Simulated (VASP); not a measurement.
# KRu2 (P-3m1) in VASP: further runs

KRu2 is run at these levels: PBE; tasks: single point, relaxation of cell and atoms.

Everything below comes from runs of VASP 6.6.1. Logs are shortened: lines on timing, memory, paths and dates and some standing lists are left out, and cuts for length are marked.

**1. The cell of the first run**

It takes space group P-3m1 (No. 164, trigonal). The conventional cell has a = 3.733 Å, b = 3.733 Å, c = 6.555 Å, α = 90.00°, β = 90.00°, γ = 120.00°. Within 4.7 Å of K (site symmetry -3m) lie 12 Ru at 3.55 to 4.31 Å and 6 K at 3.73 Å. Ru (site symmetry 3m) has 3 Ru at 2.34 Å within 3.1 Å.

**2. Single point, PBE**

The input, INCAR:

```
SYSTEM = KRu2
ALGO = Normal
EDIFF = 1E-7
ENCUT = 520
GGA = PE
ISIF = 2
ISMEAR = 0
LASPH = .TRUE.
LCHARG = .FALSE.
LREAL = .FALSE.
LWAVE = .FALSE.
NBANDS = 26
NELM = 100
PREC = Accurate
SIGMA = 0.1
```

The input, KPOINTS:

```
k-points
0
G
  6 6 4
  0 0 0
```

The input, POSCAR:

```
KRu2
1.0
    3.7328348177      0.0000000000      0.0000000000
   -1.8664174088      3.2327297802      0.0000000000
    0.0000000000      0.0000000000      6.5550837259
K Ru
1 2
Direct
    0.0000000000      0.0000000000      0.0000000000
    0.6666666667      0.3333333333      0.5696791491
    0.3333333333      0.6666666667      0.4303208509
```

Potentials or basis: VASP PAW PBE potentials, release 64 (K_sv, Ru_pv).

Command:

```sh
$ cat potpaw_PBE.64/K_sv/POTCAR potpaw_PBE.64/Ru_pv/POTCAR > POTCAR
$ mpirun -np 1 vasp_std > vasp.out
```

OUTCAR:

```text
SYSTEM = KRu2
   EDIFF = 1E-7
   ENCUT = 520
   GGA = PE
   ISIF = 2
   ISMEAR = 0
   LASPH = .TRUE.
   LREAL = .FALSE.
   NELM = 100
   PREC = Accurate

 ion  position               nearest neighbor table
   1  0.000  0.000  0.000-   2 3.55   3 3.55   3 3.55   2 3.55   2 3.55   3 3.55
   2  0.667  0.333  0.570-   3 2.34   3 2.34   3 2.34   1 3.55   1 3.55   1 3.55
   3  0.333  0.667  0.430-   2 2.34   2 2.34   2 2.34   1 3.55   1 3.55   1 3.55

  LATTYP: Found a hexagonal cell.
 ALAT       =     3.7328348177
 C/A-ratio  =     1.7560604865

  Lattice vectors:

 A1 = (   3.7328348177,   0.0000000000,   0.0000000000)
 A2 = (  -1.8664174088,   3.2327297802,   0.0000000000)
 A3 = (   0.0000000000,   0.0000000000,   6.5550837259)

Analysis of symmetry for initial positions (statically):
=====================================================================
 Subroutine PRICEL returns:
 Original cell was already a primitive cell.

 Routine SETGRP: Setting up the symmetry group for a
 hexagonal supercell.

 Subroutine GETGRP returns: Found 12 space group operations
 (whereof 12 operations were pure point group operations)
 out of a pool of 24 trial point group operations.

The static configuration has the point symmetry D_3d.

Analysis of symmetry for dynamics (positions and initial velocities):
=====================================================================
 Subroutine PRICEL returns:
 Original cell was already a primitive cell.

 Routine SETGRP: Setting up the symmetry group for a
 hexagonal supercell.

 Subroutine GETGRP returns: Found 12 space group operations
 (whereof 12 operations were pure point group operations)
 out of a pool of 24 trial point group operations.

The dynamic configuration has the point symmetry D_3d.

 Subroutine INISYM returns: Found 12 space group operations
 (whereof 12 operations are pure point group operations),
 and found     1 'primitive' translations

----------------------------------------------------------------------------------------

                                     Primitive cell

  volume of cell :      79.1018

  direct lattice vectors                    reciprocal lattice vectors
     3.732834818  0.000000000  0.000000000     0.267892915  0.154668047  0.000000000
    -1.866417409  3.232729780  0.000000000     0.000000000  0.309336093  0.000000000
     0.000000000  0.000000000  6.555083726     0.000000000  0.000000000  0.152553353

  length of vectors
     3.732834818  3.732834818  6.555083726     0.309336093  0.309336093  0.152553353

  position of ions in fractional coordinates (direct lattice)
     0.000000000  0.000000000  0.000000000
     0.666666667  0.333333333  0.569679149
     0.333333333  0.666666667  0.430320851

  ion indices of the primitive-cell ions
   primitive index   ion index
                 1           1
                 2           2
                 3           3

----------------------------------------------------------------------------------------

 KPOINTS: k-points

Automatic generation of k-mesh.
 Grid dimensions read from file:
 generate k-points for:    6    6    4

 Generating k-lattice:

  Cartesian coordinates                     Fractional coordinates (reciprocal lattice)
     0.044648819  0.025778008  0.000000000     0.166666667  0.000000000  0.000000000
     0.000000000  0.051556016  0.000000000     0.000000000  0.166666667  0.000000000
     0.000000000  0.000000000  0.038138338     0.000000000  0.000000000  0.250000000

  Length of vectors
     0.051556016  0.051556016  0.038138338

  Shift w.r.t. Gamma in fractional coordinates (k-lattice)
     0.000000000  0.000000000  0.000000000

 Subroutine IBZKPT returns following result:
 ===========================================

 Found     24 irreducible k-points:

 Following reciprocal coordinates:
            Coordinates               Weight
  0.000000  0.000000  0.000000      1.000000
  0.166667  0.000000  0.000000      6.000000
  0.333333  0.000000  0.000000      6.000000
  0.500000  0.000000  0.000000      3.000000
  0.166667  0.166667  0.000000      6.000000
  0.333333  0.166667  0.000000     12.000000
[... 16 lines left out ...]
  0.333333  0.166667  0.500000     12.000000
  0.333333  0.333333  0.500000      2.000000
   k-points           NKPTS =     24   k-points in BZ     NKDIM =     24   number of bands    NBANDS=     26
   number of dos      NEDOS =    301   number of ions     NIONS =      3
   total plane-waves  NPLWV =  39200
   dimension x,y,z NGX =    28 NGY =   28 NGZ =   50
   dimension x,y,z NGXF=    56 NGYF=   56 NGZF=  100
   ions per type =               1   2
   NGX,Y,Z   is equivalent  to a cutoff of  12.47, 12.47, 12.68 a.u.
   NGXF,Y,Z  is equivalent  to a cutoff of  24.94, 24.94, 25.36 a.u.
 SYSTEM =  KRu2
   PREC   = accura    normal or accurate (medium, high low for compatibility)
   ISTART =      0    job   : 0-new  1-cont  2-samecut
   ICHARG =      2    charge: 1-file 2-atom 10-const
   ISPIN  =      1    spin polarized calculation?
   LNONCOLLINEAR =      F non collinear calculations
   LSORBIT =      F    spin-orbit coupling
   LASPH  =      T    aspherical Exc in radial PAW
   ENCUT  =  520.0 eV  38.22 Ry    6.18 a.u.   6.94  6.94 12.19*2*pi/ulx,y,z
   NELM   =    100;   NELMIN=  2; NELMDL= -5     # of ELM steps
   EDIFF  = 0.1E-06   stopping-criterion for ELM
   LREAL  =      F    real-space projection
   EDIFFG = 0.1E-05   stopping-criterion for IOM
   NSW    =      0    number of steps for IOM
   IBRION =     -1    ionic relax: 0-MD 1-quasi-New 2-CG
   NFREE  =      0    steps in history (QN), initial steepest desc. (CG)
   ISIF   =      2    stress and relaxation
   ISYM   =      2    0-nonsym 1-usesym 2-fastsym
   POTIM  = 0.5000    time-step for ionic-motion
   TEBEG  =    0.0;   TEEND  =   0.0 temperature during run
   PSTRESS=    0.0 pullay stress
   NELECT =      37.0000    total number of electrons
   NUPDOWN=      -1.0000    fix difference up-down
   EMIN   =  10.00;   EMAX   =-10.00  energy-range for DOS
[... 5 lines left out ...]
     AMIX     =   0.40;   BMIX     =  1.00
     AMIX_MAG =   1.60;   BMIX_MAG =  1.00
  volume/ion in A,a.u.               =      26.37       177.94
  Fermi-wavevector in a.u.,A,eV,Ry     =   1.270808  2.401479 21.972768  1.614953
  Thomas-Fermi vector in A             =   2.403775
   LORBIT       =      0    0 simple, 1 ext, 2 COOP (PROOUT), +10 PAW based schemes
   GGA     = PE    functional components
   LHFCALC =     F    Hartree Fock is set to
[... 5 lines left out ...]
 Gauss-broadening in eV      SIGMA  =   0.10
  energy-cutoff  :      520.00
  volume of cell :       79.10
 maximum number of plane-waves:      2142
   NGX = 13   NGY = 13   NGZ = 25

 number of electron      36.9999992 magnetization

 Free energy of the ion-electron system (eV)
  ---------------------------------------------------
  ext. energy  EPLUGINS =         0.00000000
  ---------------------------------------------------
  free energy    TOTEN  =       -16.37588365 eV

  energy without entropy =      -16.34323632  energy(sigma->0) =      -16.35955998

 E-fermi :   4.1369     XC(G=0):  -9.4631

 val. band max:        4.1313862627   @ k =   0.3333   0.0000   0.0000
 cond. band min:       4.1442961032   @ k =   0.1667   0.1667   0.5000
 fundamental gap:      0.0129098405
 Fermi energy:         4.1368864398

 k-point     1 :       0.0000    0.0000    0.0000
  band No.  band energies     occupation
      1     -39.1320      2.00000
      2     -39.1320      2.00000
      3     -38.3854      2.00000
      4     -38.2432      2.00000
      5     -38.1509      2.00000
      6     -38.1509      2.00000
[... 18 lines left out ...]
     25      10.1111      0.00000
     26      10.9700      0.00000

 k-point     2 :       0.1667    0.0000    0.0000
  band No.  band energies     occupation
      1     -39.1607      2.00000
      2     -39.1283      2.00000
      3     -38.4921      2.00000
      4     -38.2119      2.00000
      5     -38.1216      2.00000
      6     -38.0814      2.00000
[... 18 lines left out ...]
     25      10.5259      0.00000
     26      11.0031      0.00000

 k-point     3 :       0.3333    0.0000    0.0000
  band No.  band energies     occupation
      1     -39.2138      2.00000
      2     -39.1092      2.00000
      3     -38.6519      2.00000
      4     -38.1498      2.00000
      5     -38.0675      2.00000
      6     -38.0073      2.00000
[... 18 lines left out ...]
     25       9.8001      0.00000
     26      11.1023      0.00000

 k-point     4 :       0.5000    0.0000    0.0000
  band No.  band energies     occupation
      1     -39.2385      2.00000
      2     -39.0904      2.00000
      3     -38.7286      2.00000
      4     -38.1182      2.00000
      5     -38.0422      2.00000
      6     -37.9832      2.00000
[... 18 lines left out ...]
     25       9.2971      0.00000
     26      10.8134      0.00000

 k-point     5 :       0.1667    0.1667    0.0000
  band No.  band energies     occupation
      1     -39.2133      2.00000
      2     -39.0998      2.00000
      3     -38.6195      2.00000
      4     -38.1666      2.00000
      5     -38.0672      2.00000
      6     -38.0321      2.00000
[... 18 lines left out ...]
     25      10.3771      0.00000
     26      10.9493      0.00000

 k-point     6 :       0.3333    0.1667    0.0000
  band No.  band energies     occupation
      1     -39.2662      2.00000
      2     -39.0397      2.00000
      3     -38.7568      2.00000
      4     -38.1087      2.00000
      5     -38.0304      2.00000
      6     -37.9992      2.00000
[... 427 lines left out ...]
 k-point    21 :       0.5000    0.0000    0.5000
  band No.  band energies     occupation
      1     -39.2385      2.00000
      2     -39.0904      2.00000
      3     -38.7286      2.00000
      4     -38.1182      2.00000
      5     -38.0422      2.00000
      6     -37.9832      2.00000
[... 18 lines left out ...]
     25       9.3139      0.00000
     26       9.7452      0.00000

 k-point    22 :       0.1667    0.1667    0.5000
  band No.  band energies     occupation
      1     -39.2133      2.00000
      2     -39.0998      2.00000
      3     -38.6195      2.00000
      4     -38.1666      2.00000
      5     -38.0673      2.00000
      6     -38.0321      2.00000
[... 18 lines left out ...]
     25       9.3828      0.00000
     26       9.7056      0.00000

 k-point    23 :       0.3333    0.1667    0.5000
  band No.  band energies     occupation
      1     -39.2662      2.00000
      2     -39.0397      2.00000
      3     -38.7568      2.00000
      4     -38.1087      2.00000
      5     -38.0305      2.00000
      6     -37.9992      2.00000
[... 18 lines left out ...]
     25       8.6961      0.00000
     26       9.7905      0.00000

 k-point    24 :       0.3333    0.3333    0.5000
  band No.  band energies     occupation
      1     -39.2987      2.00000
      2     -38.9042      2.00000
      3     -38.9042      2.00000
      4     -38.0507      2.00000
      5     -38.0507      2.00000
      6     -37.9933      2.00000
[... 18 lines left out ...]
     25       7.4042      0.00000
     26      10.4442      0.00000

------------------------ aborting loop because EDIFF is reached ----------------------------------------

  FORCE on cell =-STRESS in cart. coord.  units (eV):
  Direction    XX          YY          ZZ          XY          YZ          ZX
  --------------------------------------------------------------------------------------
  -------------------------------------------------------------------------------------
  Total        0.0817275      0.0817275      0.0218708      0.0000000      0.0000000      0.0000000
  in kB        1.6553593      1.6553593      0.4429853      0.0000000      0.0000000      0.0000000
  external PRESSURE =       1.2512346 kB  Pullay stress =       0.0000000 kB

 VOLUME and BASIS-vectors are now :
 -----------------------------------------------------------------------------
  energy-cutoff  :      520.00
  volume of cell :       79.10
      direct lattice vectors                 reciprocal lattice vectors
     3.732834818  0.000000000  0.000000000     0.267892915  0.154668047  0.000000000
    -1.866417409  3.232729780  0.000000000     0.000000000  0.309336093  0.000000000
     0.000000000  0.000000000  6.555083726     0.000000000  0.000000000  0.152553353

 POSITION                                       TOTAL-FORCE (eV/Angst)
 -----------------------------------------------------------------------------------
      0.00000      0.00000      0.00000         0.000000      0.000000      0.000000
      1.86642      1.07758      3.73429         0.000000      0.000000      0.052339
     -0.00000      2.15515      2.82079        -0.000000     -0.000000     -0.052339
 -----------------------------------------------------------------------------------
    total drift:                               -0.000000      0.000000     -0.000000

  FREE ENERGIE OF THE ION-ELECTRON SYSTEM (eV)
  ---------------------------------------------------
  free  energy   TOTEN  =       -16.3758836463 eV

  energy  without entropy=      -16.3432363209  energy(sigma->0) =      -16.35955998
```

It took 19 s on 1 thread of Intel Xeon 6975P-C (Granite Rapids), shared host; peak memory 0.2 GiB.

Results:

```yaml
Free_energy: -16.3759 eV
Pressure: 0.1 GPa
Largest_force: 0.052 eV/Å
```

Forces on the atoms (eV/Å):
```
K    0.000  0.000  0.000
Ru   0.000  0.000  0.052
Ru   0.000  0.000 -0.052
```

Stress tensor (GPa, compression positive):
```
0.17 0.00 0.00
0.00 0.17 0.00
0.00 0.00 0.04
```

**3. Relaxation of cell and atoms, PBE**

This run uses another cell than the first one, of 26.05 Å³/atom, 0.988 times its volume.

The input, INCAR:

```
SYSTEM = KRu2
ALGO = Normal ; EDIFF = 1E-6
EDIFFG = -0.04 ; ENCUT = 600
GGA = PE ; IBRION = 2
ISIF = 3 ; ISMEAR = 0
LASPH = .True. ; LCHARG = .False.
LREAL = .False. ; LWAVE = .False.
NELM = 100 ; NSW = 90
PREC = Accurate ; SIGMA = 0.1
```

The input, KPOINTS:

```
k-points
0
Gamma
  6 6 4
  0 0 0
```

The input, POSCAR:

```
KRu2
1.0
    3.7656607686      0.0000000000      0.0000000000
   -1.8828303843      3.2611578876      0.0000000000
    0.0000000000      0.0000000000      6.3645245931
K Ru
1 2
Direct
    0.0000000000      0.0000000000      0.0000000000
    0.6666666667      0.3333333333      0.5692188575
    0.3333333333      0.6666666667      0.4307811425
```

Potentials or basis: VASP PAW PBE potentials, release 64 (K_sv, Ru_pv).

Command:

```sh
$ cat potpaw_PBE.64/K_sv/POTCAR potpaw_PBE.64/Ru_pv/POTCAR > POTCAR
$ mpirun -np 1 vasp_std > vasp.out
```

It took 1.8 min on 1 thread of Intel Xeon 6975P-C (Granite Rapids), shared host; peak memory 0.24 GiB.

Results (log left out):

- Free energy: -16.3752 eV
- Relaxed volume: 26.25 Å³/atom
- Relaxed cell: a = 3.731 Å, b = 3.731 Å, c = 6.531 Å, α = 90.00°, β = 90.00°, γ = 120.00°
- Space group after relaxing (to 0.05 Å): P-3m1 (No. 164)
- Energy gained by relaxing: 2.6 meV/atom
- Ionic steps: 9
- Pressure after relaxing: 0.2 GPa
- Largest force after relaxing: 0.014 eV/Å

Forces on the atoms (eV/Å):
```
K    0.000  0.000  0.000
Ru   0.000  0.000 -0.014
Ru   0.000  0.000  0.014
```

Step by step:
| step | energy change (eV) | largest force (eV/Å) | pressure (GPa) | volume (Å³) |
| --- | --- | --- | --- | --- |
| 1 | 0.0000 | 0.0815 | 0.17 | 78.16 |
| 2 | -0.0034 | 0.0302 | -0.11 | 78.47 |
| 3 | -0.0051 | 0.1683 | -0.42 | 78.82 |
| 4 | -0.0068 | 0.1023 | -0.12 | 78.72 |
| 5 | -0.0073 | 0.0573 | 0.06 | 78.65 |
| 6 | -0.0072 | 0.0339 | 0.45 | 78.52 |
| 7 | -0.0075 | 0.0231 | 0.20 | 78.60 |
| 8 | -0.0075 | 0.0142 | 0.25 | 78.59 |
| 9 | -0.0077 | 0.0137 | 0.18 | 78.74 |

Final structure:
```xyz
3
Lattice="3.7312 0.0000 0.0000 -1.8656 3.2313 0.0000 0.0000 0.0000 6.5306" Properties=species:S:1:pos:R:3 pbc="T T T"
K     0.0000    0.0000    0.0000
Ru    1.8656    1.0771    3.7240
Ru    0.0000    2.1542    2.8066
```

Levels at points of the mesh, in eV from the Fermi level:
```
           k point  band 16  band 17  band 18  band 19  band 20  band 21  band 22
(0.00, 0.00, 0.00)    -2.59    -1.89     0.43     0.74     0.74     1.06     1.06
(0.50, 0.00, 0.00)    -2.01    -0.86    -0.74     0.19     0.51     1.34     2.25
(0.00, 0.00, 0.50)    -2.65    -1.61    -1.18     0.69     0.69     1.09     1.09
(0.50, 0.00, 0.50)    -1.99    -0.75    -0.61    -0.16     0.82     1.38     2.09
```

**4. Single point, PBE**

This run uses another cell than the first one, of 26.05 Å³/atom, 0.988 times its volume.

The input, INCAR:

```
ALGO = Normal
EDIFF = 1E-7
ENCUT = 520
GGA = PE
ISIF = 2
ISMEAR = 0
LASPH = T
LCHARG = F
LREAL = F
LWAVE = F
NBANDS = 26
NELM = 100
PREC = Accurate
SIGMA = 0.1
```

The input, KPOINTS:

```
k-points
0
Gamma
  6 6 2
```

POSCAR is that of step 3.

Command:

```sh
$ cat potpaw_PBE.64/K_sv/POTCAR potpaw_PBE.64/Ru_pv/POTCAR > POTCAR
$ mpirun -np 1 vasp_std > vasp.out
```

It took 12 s on 1 thread of Intel Xeon 6975P-C (Granite Rapids), shared host; peak memory 0.18 GiB.

Results (log left out):

- Free energy: -16.4057 eV
- Pressure: 0.1 GPa
- Largest force: 0.053 eV/Å

Forces in eV/Å, atoms in the order of the input:
```
K    0.000  0.000  0.000
Ru   0.000  0.000  0.053
Ru   0.000  0.000 -0.053
```

Stress tensor (GPa, compression positive):
```
 0.16  0.00  0.00
 0.00  0.16  0.00
 0.00  0.00 -0.03
```

Levels at points of the mesh, in eV from the Fermi level:
| k point | band 15 | band 16 | band 17 | band 18 | band 19 | band 20 | band 21 | band 22 | band 23 | band 24 |
| --- | --- | --- | --- | --- | --- | --- | --- | --- | --- | --- |
| (0.00, 0.00, 0.00) | -3.43 | -2.36 | -1.90 | 0.66 | 0.66 | 0.67 | 1.10 | 1.10 | 2.27 | 6.03 |
| (0.50, 0.00, 0.00) | -2.04 | -2.04 | -0.78 | -0.60 | 0.16 | 0.56 | 1.36 | 2.30 | 2.41 | 3.80 |
| (0.00, 0.00, 0.50) | -3.42 | -2.43 | -1.49 | -1.18 | 0.60 | 0.60 | 1.13 | 1.13 | 3.93 | 6.14 |
| (0.50, 0.00, 0.50) | -2.14 | -2.01 | -0.61 | -0.48 | -0.19 | 0.86 | 1.40 | 2.16 | 2.78 | 3.03 |

Caveat: the k points lie up to 0.49 Å⁻¹ apart.

**5. Summary**

```tsv
task	cell	k mesh	cutoff (eV)	gap on the mesh (eV)	pressure (GPa)	largest force (eV/Å)
single point	a = 3.733, b = 3.733, c = 6.555 Å, angles 90.0, 90.0, 120.0°, 3 atoms	6 × 6 × 4	520	none	0.1	0.05
relaxation of cell and atoms	relaxed from a = 3.766, b = 3.766, c = 6.365 Å, angles 90.0, 90.0, 120.0°, 3 atoms	6 × 6 × 4	600	none	0.2	0.01
single point	a = 3.766, b = 3.766, c = 6.365 Å, angles 90.0, 90.0, 120.0°, 3 atoms	6 × 6 × 2	520	none	0.1	0.05
```

Alike in all rows: level PBE; potentials or basis VASP PAW PBE potentials, release 64 (K_sv, Ru_pv); no spin polarisation; smearing gaussian 0.1 eV.

Caveats: some runs use coarse meshes.

Total energies depend on the potentials used, so only differences within one code and one set of settings carry meaning.
